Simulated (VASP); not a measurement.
AlNi:

```xyz
2
Lattice="2.8810 0.0000 0.0000 0.0000 2.8810 0.0000 0.0000 0.0000 2.8810" Properties=species:S:1:pos:R:3 pbc="T T T"
Ni    1.4405    1.4405    1.4405
Al    0.0000    0.0000    0.0000
```

Base run:

* Program: VASP 6.6.1
* Functional: PBE
* Potentials or basis: VASP PAW PBE potentials, release 64 (Ni_sv_GW, Al)
* Cutoff: 690 eV
* k mesh: 8 × 8 × 8
* Occupations: fermi-dirac, width 0.05 eV
* Spin: collinear spin, ferromagnetic start
* Starting moments: [2.0, 0.0] μB
* Fixed moment: 2 μB

Its results: pressure 19.9 GPa; site moments Ni +1.29; Al +0.14 μB.

**Question.** After a change of settings the same cell gave: pressure 4.5 GPa; site moments Ni +0.71; Al +0.06 μB. Which change was it?
A. fixed moment from 2 μB to 0.2 μB; moments at the start from [2.0, 0.0] to [0.2, 0.0]
B. fixed moment from 2 μB to 0.5 μB; moments at the start from [2.0, 0.0] to [0.5, 0.0]
C. fixed moment from 2 μB to 1 μB; moments at the start from [2.0, 0.0] to [1.0, 0.0]
D. functional from PBE to PBEsol

**Answer.** C.

Caveats: the cell stands under pressure; the total moment is fixed, so each spin has its own Fermi level and the state may be an excited one.
